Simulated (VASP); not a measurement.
Runs of VASP 6.6.1 on Bi. The structure is that of space group P-3m1 (No. 164), or close to it. The cells are those of the table. 

| cell | gap on the mesh (eV) | largest force (eV/Å) |
| --- | --- | --- |
| a = 4.140, b = 4.140, c = 28.000 Å, angles 90.0, 90.0, 120.0°, 2 atoms | none | 1.80 |
| a = 4.558, b = 4.558, c = 28.000 Å, angles 90.0, 90.0, 120.0°, 2 atoms | (c) | 1.06 |
| a = 4.419, b = 4.419, c = 28.000 Å, angles 90.0, 90.0, 120.0°, 2 atoms | none | 3.53 |
| a = 4.070, b = 4.070, c = 28.000 Å, angles 90.0, 90.0, 120.0°, 2 atoms | (b) | 0.07 |
| a = 4.349, b = 4.349, c = 28.000 Å, angles 90.0, 90.0, 120.0°, 2 atoms | 0.50 | (a) |

Alike in all rows: task single point; level PBE; potentials or basis VASP PAW PBE potentials, release 64 (Bi_d); no spin polarisation; k mesh 9 × 9 × 1; cutoff (eV) 520; smearing gaussian 0.02 eV.

Problem. Estimate the missing entries.

Solution. (a) 0.86; (b) 0.11; (c) 0.03.

Caveats: spin-orbit coupling is left out, which moves the levels of the heavy elements.

A k mesh can miss the band edges, and the runs leave out spin-orbit coupling on Bi.

A gap of «none» marks levels without a gap at the run's occupations.
